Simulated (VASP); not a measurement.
# ZrS (Fm-3m) in VASP: a series of runs

ZrS is run at these levels: r2SCAN; tasks: single point.

Program: VASP 6.6.1. These are calculated values, not measurements. Logs are shortened: lines on timing, memory, paths and dates and some standing lists are left out, and cuts for length are marked.

**1. The cell of the first run**

It takes space group Fm-3m (No. 225, cubic). The conventional cell has a = 5.250 Å, b = 5.250 Å, c = 5.250 Å, α = 90.00°, β = 90.00°, γ = 90.00°. Zr (site symmetry m-3m) has 6 S at 2.62 Å within 3.5 Å. Within 3.5 Å of S (site symmetry m-3m) lie 6 Zr at 2.62 Å.

**2. Single point, r2SCAN**

POSCAR

```
ZrS
1.0
    0.0000000000      2.6250000000      2.6250000000
    2.6250000000      0.0000000000      2.6250000000
    2.6250000000      2.6250000000      0.0000000000
Zr S
1 1
Direct
    0.0000000000      0.0000000000      0.0000000000
    0.5000000000      0.5000000000      0.5000000000
```

INCAR.step1

```
SYSTEM = ZrS
PREC     = Accurate       ! precision mode
ENCUT    = 520            ! plane-wave cutoff, eV
ISMEAR   = 0              ! smearing method
SIGMA    = 0.1            ! smearing width, eV
LREAL    = .False.        ! projectors in reciprocal space
LASPH    = .True.         ! aspherical terms in the spheres
NELM     = 80             ! most SCF steps
NBANDS   = 16             ! bands
GGA      = PE             ! functional
ALGO     = Normal         ! electronic algorithm
EDIFF    = 1E-4           ! SCF threshold, eV
LWAVE    = .True.         ! write WAVECAR
LCHARG   = .False.        ! write CHGCAR
```

INCAR.step2

```
SYSTEM = ZrS
PREC     = Accurate       ! precision mode
ENCUT    = 520            ! plane-wave cutoff, eV
EDIFF    = 1E-6           ! SCF threshold, eV
ISMEAR   = 0              ! smearing method
SIGMA    = 0.1            ! smearing width, eV
LREAL    = .False.        ! projectors in reciprocal space
LASPH    = .True.         ! aspherical terms in the spheres
NELM     = 80             ! most SCF steps
ALGO     = Normal         ! electronic algorithm
ISIF     = 2              ! what is computed and relaxed
LWAVE    = .False.        ! write WAVECAR
LCHARG   = .True.         ! write CHGCAR
METAGGA  = R2SCAN         ! meta-GGA
LMIXTAU  = .True.       
LELF     = .True.         ! ELF
LVHAR    = .True.       
NBANDS   = 16             ! bands
ISTART   = 1
```

KPOINTS

```
regular mesh
0
Gamma
  1 1 1
  0 0 0
```

Potentials or basis: VASP PAW PBE potentials, release 64 (Zr_sv, S).

Launch:

```sh
$ cat potpaw_PBE.64/Zr_sv/POTCAR potpaw_PBE.64/S/POTCAR > POTCAR
$ cp INCAR.step1 INCAR
$ mpirun -np 1 vasp_gam > vasp.out
$ cp INCAR.step2 INCAR
$ mpirun -np 1 vasp_gam > vasp.out
```

OUTCAR:

```text
SYSTEM = ZrS
   PREC = Accurate
   ENCUT = 520
   EDIFF = 1E-6
   ISMEAR = 0
   LREAL = .False.
   LASPH = .True.
   NELM = 80
   ISIF = 2
   METAGGA = R2SCAN
   ISTART = 1

 ion  position               nearest neighbor table
   1  0.000  0.000  0.000-   2 2.62   2 2.62   2 2.62   2 2.62   2 2.62   2 2.62
   2  0.500  0.500  0.500-   1 2.62   1 2.62   1 2.62   1 2.62   1 2.62   1 2.62

  LATTYP: Found a face centered cubic cell.
 ALAT       =     5.2500000000

  Lattice vectors:

 A1 = (   0.0000000000,   2.6250000000,   2.6250000000)
 A2 = (   2.6250000000,   0.0000000000,   2.6250000000)
 A3 = (   2.6250000000,   2.6250000000,   0.0000000000)

Analysis of symmetry for initial positions (statically):
=====================================================================
 Subroutine PRICEL returns:
 Original cell was already a primitive cell.

 Routine SETGRP: Setting up the symmetry group for a
 face centered cubic supercell.

 Subroutine GETGRP returns: Found 48 space group operations
 (whereof 48 operations were pure point group operations)
 out of a pool of 48 trial point group operations.

The static configuration has the point symmetry O_h .

Analysis of symmetry for dynamics (positions and initial velocities):
=====================================================================
 Subroutine PRICEL returns:
 Original cell was already a primitive cell.

 Routine SETGRP: Setting up the symmetry group for a
 face centered cubic supercell.

 Subroutine GETGRP returns: Found 48 space group operations
 (whereof 48 operations were pure point group operations)
 out of a pool of 48 trial point group operations.

The dynamic configuration has the point symmetry O_h .

 Subroutine INISYM returns: Found 48 space group operations
 (whereof 48 operations are pure point group operations),
 and found     1 'primitive' translations

----------------------------------------------------------------------------------------

                                     Primitive cell

  volume of cell :      36.1758

  direct lattice vectors                    reciprocal lattice vectors
     0.000000000  2.625000000  2.625000000    -0.190476190  0.190476190  0.190476190
     2.625000000  0.000000000  2.625000000     0.190476190 -0.190476190  0.190476190
     2.625000000  2.625000000  0.000000000     0.190476190  0.190476190 -0.190476190

  length of vectors
     3.712310601  3.712310601  3.712310601     0.329914440  0.329914440  0.329914440

  position of ions in fractional coordinates (direct lattice)
     0.000000000  0.000000000  0.000000000
     0.500000000  0.500000000  0.500000000

  ion indices of the primitive-cell ions
   primitive index   ion index
                 1           1
                 2           2

----------------------------------------------------------------------------------------

 KPOINTS: regular mesh

Automatic generation of k-mesh.
 Grid dimensions read from file:
 generate k-points for:    1    1    1

 Generating k-lattice:

  Cartesian coordinates                     Fractional coordinates (reciprocal lattice)
    -0.190476190  0.190476190  0.190476190     1.000000000  0.000000000  0.000000000
     0.190476190 -0.190476190  0.190476190     0.000000000  1.000000000  0.000000000
     0.190476190  0.190476190 -0.190476190     0.000000000  0.000000000  1.000000000

  Length of vectors
     0.329914440  0.329914440  0.329914440

  Shift w.r.t. Gamma in fractional coordinates (k-lattice)
     0.000000000  0.000000000  0.000000000

 Subroutine IBZKPT returns following result:
 ===========================================

 Found      1 irreducible k-points:

 Following reciprocal coordinates:
            Coordinates               Weight
  0.000000  0.000000  0.000000      1.000000
   k-points           NKPTS =      1   k-points in BZ     NKDIM =      1   number of bands    NBANDS=     16
   number of dos      NEDOS =    301   number of ions     NIONS =      2
   total plane-waves  NPLWV =  21952
   dimension x,y,z NGX =    28 NGY =   28 NGZ =   28
   dimension x,y,z NGXF=    56 NGYF=   56 NGZF=   56
   ions per type =               1   1
   NGX,Y,Z   is equivalent  to a cutoff of  12.54, 12.54, 12.54 a.u.
   NGXF,Y,Z  is equivalent  to a cutoff of  25.08, 25.08, 25.08 a.u.
 SYSTEM =  ZrS
   PREC   = accura    normal or accurate (medium, high low for compatibility)
   ISTART =      1    job   : 0-new  1-cont  2-samecut
   ICHARG =      0    charge: 1-file 2-atom 10-const
   ISPIN  =      1    spin polarized calculation?
   LNONCOLLINEAR =      F non collinear calculations
   LSORBIT =      F    spin-orbit coupling
   LASPH  =      T    aspherical Exc in radial PAW
   ENCUT  =  520.0 eV  38.22 Ry    6.18 a.u.   6.90  6.90  6.90*2*pi/ulx,y,z
   NELM   =     80;   NELMIN=  2; NELMDL=  0     # of ELM steps
   EDIFF  = 0.1E-05   stopping-criterion for ELM
   LREAL  =      F    real-space projection
   EDIFFG = 0.1E-04   stopping-criterion for IOM
   NSW    =      0    number of steps for IOM
   IBRION =     -1    ionic relax: 0-MD 1-quasi-New 2-CG
   NFREE  =      0    steps in history (QN), initial steepest desc. (CG)
   ISIF   =      2    stress and relaxation
   ISYM   =      2    0-nonsym 1-usesym 2-fastsym
   POTIM  = 0.5000    time-step for ionic-motion
   TEBEG  =    0.0;   TEEND  =   0.0 temperature during run
   PSTRESS=    0.0 pullay stress
   NELECT =      18.0000    total number of electrons
   NUPDOWN=      -1.0000    fix difference up-down
   EMIN   =  10.00;   EMAX   =-10.00  energy-range for DOS
   EFERMI =   0.00;   METHOD = LEGACY
   ISMEAR =     0;   SIGMA  =   0.10  broadening in eV -4-tet -1-fermi 0-gaus
   EFERMI_NEDOS =   21; number of points for ismear=-14 and -15
   IALGO  =     38    algorithm
   IMIX   =      4    mixing-type and parameters
     AMIX     =   0.40;   BMIX     =  1.00
     AMIX_MAG =   1.60;   BMIX_MAG =  1.00
  volume/ion in A,a.u.               =      18.09       122.06
  Fermi-wavevector in a.u.,A,eV,Ry     =   1.297258  2.451462 22.896950  1.682878
  Thomas-Fermi vector in A             =   2.428662
   LORBIT       =      0    0 simple, 1 ext, 2 COOP (PROOUT), +10 PAW based schemes
   METAGGA = R2SCAN    functional components
   LHFCALC =     F    Hartree Fock is set to
   AEXX    =    0.0000 exact exchange contribution
   IVDW    =     0    specifies the selected vdW correction
   LEPSILON=     F    determine dielectric tensor
   LRPA    =     F    only Hartree local field effects (RPA)
 non-spin polarized calculation
 Gauss-broadening in eV      SIGMA  =   0.10
  energy-cutoff  :      520.00
  volume of cell :       36.18
 maximum number of plane-waves:       471
 NGX is ok and might be reduce to    28
   NGX = 13   NGY = 13   NGZ = 13

 number of electron      18.0000000 magnetization

 Free energy of the ion-electron system (eV)
  ---------------------------------------------------
  ext. energy  EPLUGINS =         0.00000000
  ---------------------------------------------------
  free energy    TOTEN  =       -20.60875828 eV

  energy without entropy =      -20.44700817  energy(sigma->0) =      -20.52788323

 E-fermi :   9.0465     XC(G=0): -11.5193

 val. band max:        8.8660270445   @ k =   0.0000   0.0000   0.0000
 cond. band min:       9.0758787800   @ k =   0.0000   0.0000   0.0000
 fundamental gap:      0.2098517355
 Fermi energy:         9.0464630898

 k-point     1 :       0.0000    0.0000    0.0000
  band No.  band energies     occupation
      1     -42.2166      2.00000
      2     -19.3982      2.00000
      3     -19.3982      2.00000
      4     -19.3982      2.00000
      5      -3.9468      2.00000
      6       8.8660      1.98928
[... 8 lines left out ...]
     15      18.5196      0.00000
     16      23.6621      0.00000

------------------------ aborting loop because EDIFF is reached ----------------------------------------

  FORCE on cell =-STRESS in cart. coord.  units (eV):
  Direction    XX          YY          ZZ          XY          YZ          ZX
  --------------------------------------------------------------------------------------
  -------------------------------------------------------------------------------------
  Total       14.1081467     14.1081467     14.1081467      0.0000000     -0.0000000      0.0000000
  in kB      624.8310896    624.8310896    624.8310896      0.0000000     -0.0000000      0.0000000
  external PRESSURE =     624.8310896 kB  Pullay stress =       0.0000000 kB

 VOLUME and BASIS-vectors are now :
 -----------------------------------------------------------------------------
  energy-cutoff  :      520.00
  volume of cell :       36.18
      direct lattice vectors                 reciprocal lattice vectors
     0.000000000  2.625000000  2.625000000    -0.190476190  0.190476190  0.190476190
     2.625000000  0.000000000  2.625000000     0.190476190 -0.190476190  0.190476190
     2.625000000  2.625000000  0.000000000     0.190476190  0.190476190 -0.190476190

 POSITION                                       TOTAL-FORCE (eV/Angst)
 -----------------------------------------------------------------------------------
      0.00000      0.00000      0.00000         0.000000      0.000000      0.000000
      2.62500      2.62500      2.62500        -0.000000     -0.000000     -0.000000
 -----------------------------------------------------------------------------------
    total drift:                                0.000000      0.000000      0.000000

  FREE ENERGIE OF THE ION-ELECTRON SYSTEM (eV)
  ---------------------------------------------------
  free  energy   TOTEN  =       -20.6087582790 eV

  energy  without entropy=      -20.4470081732  energy(sigma->0) =      -20.52788323
```

It took 17 s on 1 thread of Intel Xeon 6975P-C (Granite Rapids), shared host; peak memory 0.15 GiB.

What came out:

```
Free energy            : -20.6088 eV
Pressure               : 62.5 GPa
Band gap on the k mesh : zero (filled and empty bands touch)
```

Caveat: the k points lie up to 2.07 Å⁻¹ apart; the PAW data sets were made with another functional, which shifts forces and pressure a little.

**3. Single point, r2SCAN**

POSCAR is that of step 2.

INCAR.step1

```
SYSTEM = ZrS
PREC = Accurate
ENCUT = 520
ISMEAR = 0
SIGMA = 0.1
LREAL = .FALSE.
LASPH = .TRUE.
NELM = 80
NBANDS = 16
GGA = PE
ALGO = Normal
EDIFF = 1E-4
LWAVE = .TRUE.
LCHARG = .FALSE.
```

INCAR.step2

```
SYSTEM = ZrS
PREC = Accurate
ENCUT = 520
EDIFF = 1E-6
ISMEAR = 0
SIGMA = 0.1
LREAL = .FALSE.
LASPH = .TRUE.
NELM = 80
ALGO = Normal
ISIF = 2
LWAVE = .FALSE.
LCHARG = .FALSE.
METAGGA = R2SCAN
LMIXTAU = .TRUE.
NBANDS = 16
ISTART = 1
```

KPOINTS

```
regular mesh
0
G
  2 2 2
  0 0 0
```

Potentials or basis: VASP PAW PBE potentials, release 64 (Zr_sv, S).

Launch:

```sh
$ cat potpaw_PBE.64/Zr_sv/POTCAR potpaw_PBE.64/S/POTCAR > POTCAR
$ cp INCAR.step1 INCAR
$ mpirun -np 1 vasp_std > vasp.out
$ cp INCAR.step2 INCAR
$ mpirun -np 1 vasp_std > vasp.out
```

Run time: 8.9 s. Hardware: 1 thread of Intel Xeon 6975P-C (Granite Rapids), shared host; peak memory 0.16 GiB.

The run converged. Its results:

- Free energy: -34.4964 eV
- Pressure: -3.8 GPa
- Band gap on the k mesh: zero (band 9 reaches 12.43 eV, above the bottom of band 10 at 9.52 eV)

Levels at points of the mesh, in eV from the Fermi level:
| k point | band 7 | band 8 | band 9 | band 10 | band 11 | band 12 |
| --- | --- | --- | --- | --- | --- | --- |
| (0.00, 0.00, 0.00) | -3.46 | -3.46 | -1.14 | -1.14 | -1.14 | -0.48 |
| (0.50, 0.00, 0.00) | -6.03 | -6.03 | 1.77 | 1.77 | 2.18 | 2.46 |
| (0.50, 0.50, 0.00) | -4.47 | -4.47 | -3.21 | 0.74 | 2.66 | 2.66 |

Caveat: the k points lie up to 1.04 Å⁻¹ apart; the PAW data sets were made with another functional, which shifts forces and pressure a little.
